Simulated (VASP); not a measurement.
Wanted: the native input for a VASP 6.6.1 run.

```
Task                   : single point
Functional             : PBE
Potentials or basis    : VASP PAW PBE potentials, release 64 (W_sv, S)
Cutoff                 : 520 eV
k mesh                 : 12 × 12 × 12
Occupations            : gaussian, width 0.02 eV
Spin                   : no spin polarisation
Dipole correction      : no
Further INCAR settings : ALGO = Normal; EDIFF = 1e-06; NBANDS = 20
```

The structure of WS2 lies in POSCAR:

```
WS2
1.0
    1.5465325963      0.8928910108      5.6173162761
   -1.5465325963      0.8928910108      5.6173162761
    0.0000000000     -1.7857820215      5.6173162761
W S
1 2
Direct
    0.0005862065      0.0005862065      0.0005862065
    0.4275073151      0.4275073151      0.4275073151
    0.2406064785      0.2406064785      0.2406064785
```

These files were run (other wordings do the same):

INCAR

```
PREC = Accurate ; ENCUT = 520
EDIFF = 1E-6 ; ISMEAR = 0
SIGMA = 0.02 ; LREAL = F
LASPH = T ; NELM = 100
ALGO = Normal ; ISIF = 2
LWAVE = F ; LCHARG = F
GGA = PE ; NBANDS = 20
```

KPOINTS

```
Automatic mesh
0
Gamma
  12 12 12
```

Potentials or basis: VASP PAW PBE potentials, release 64 (W_sv, S).

Command:

```console
$ cat potpaw_PBE.64/W_sv/POTCAR potpaw_PBE.64/S/POTCAR > POTCAR
$ mpirun -np 1 vasp_std > vasp.out
```

Results of the run:

```json
{"Pressure": "15.0 GPa", "Largest force": "0.006 eV/Å", "Band gap on the k mesh": "0.52 eV (least direct gap 1.82 eV)"}
```

Caveat: the cell stands under pressure; spin-orbit coupling is left out, which moves the levels of the heavy elements.

Run time: 5.7 min on 1 thread of AMD EPYC 9R45 96-Core Processor (Zen 5), on a shared host, peak memory 0.4 GiB.
